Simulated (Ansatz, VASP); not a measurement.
## Pt in VASP and in Ansatz

INCAR

```
PREC = Accurate
ENCUT = 520
EDIFF = 1E-6
ISMEAR = -1
SIGMA = 0.01
LREAL = False
LASPH = True
NELM = 80
ALGO = Normal
ISIF = 2
LWAVE = False
LCHARG = False
GGA = CA
NBANDS = 17
```

Contents of KPOINTS:

```
regular mesh
0
Gamma
  7 7 4
```

POSCAR

```
Pt
1.0
    2.7606660000      0.0000000000      0.0000000000
   -1.3803330000      2.3908068874      0.0000000000
    0.0000000000      0.0000000000      4.7921340000
Pt
2
Direct
    0.6666670000      0.3333330000      0.7500000000
    0.3333330000      0.6666670000      0.2500000000
```

Input for Ansatz:

```yaml
crystal:
  lattice:
    - [2.760666, 0.0, 0.0]
    - [-1.3803329999999994, 2.390806887363971, 0.0]
    - [0.0, 0.0, 4.792134]
  atoms:
    - { symbol: Pt, position: [0.666667, 0.333333, 0.7499999999999999] }
    - { symbol: Pt, position: [0.33333299999999993, 0.666667, 0.25] }
kpoints:
  mp_grid:
    grid: [7, 7, 4]
    shift: [0.0, 0.0, 0.0]
hamiltonian:
  xc: lda
  pseudopotentials:
    kind: paw
scf:
  algorithm: density_mixing
  n_extra_bands: 6
  convergence:
    dr2_threshold: 1.0e-08
  occupations:
    method: fermi_dirac
    width: 0.01
output:
  forces: true
  stress: true
  eigenvalues: true
```

Alike in both runs: task single point; functional LDA; k mesh 7 × 7 × 4; occupations fermi-dirac, width 0.01 eV; no spin polarisation.

|  | VASP | Ansatz |
| --- | --- | --- |
| version | VASP 6.6.1 | Ansatz 0.2.0 |
| potentials or method | VASP PAW LDA potentials, release 64 (Pt) | plane waves, PAW |
| plane-wave cutoff (eV) | 520 | 420 |
| valence electrons in the cell | 20 | 36 |

```tsv
	VASP	Ansatz	Ansatz less VASP
gap on the k mesh at the Fermi level (eV)	none	none	-
pressure (GPa)	-15.1	-15.7	-0.62
traceless stress, the component that is largest in VASP (GPa)	4.13	4.86	+0.723
```

LDA's correlation is that of Perdew and Zunger in VASP and of Perdew and Wang (1992) in Ansatz. A gap of «none» marks a metal or a gap that the smearing closes. VASP's potentials hold 20 valence electrons a cell and Ansatz's 36, so a difference there can come from the potentials and not from the codes. Ansatz's warnings: stress scf threshold loose, structure snapped to symmetry.

The k mesh is coarse, so the values compare programs but aren't converged. Spin-orbit coupling is off throughout.
